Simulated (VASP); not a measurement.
Sb, 1 atom in the cell. It takes space group P6/mmm (No. 191, hexagonal). The conventional cell has a = 2.430 Å, b = 2.430 Å, c = 2.282 Å, α = 90.00°, β = 90.00°, γ = 120.00°. Within 3.0 Å of Sb (site symmetry 6/mmm) lie 8 Sb at 2.28 to 2.43 Å. 

* Program: VASP 6.6.1
* Task: single point
* Functional: PBE
* Potentials or basis: VASP PAW PBE potentials, release 64 (Sb)
* Cutoff: 520 eV
* k mesh: 13 × 13 × 12
* Occupations: fermi-dirac, width 0.05 eV
* Spin: no spin polarisation
* Dipole correction: no
* Further INCAR settings: ALGO = Normal; EDIFF = 1e-06; NBANDS = 8

Potentials or basis: VASP PAW PBE potentials, release 64 (Sb).

Run with:

```sh
$ cat potpaw_PBE.64/Sb/POTCAR > POTCAR
$ mpirun -np 1 vasp_std > vasp.out
```

Hardware: 1 thread of Intel Xeon 8259CL, with other jobs on the host.

Q: Estimate the wall time of this run.

A: Run time: 15 s on 1 thread of Intel Xeon 8259CL, with other jobs on the host, peak memory 0.13 GiB. Counts: scf iterations 12, k points 147.
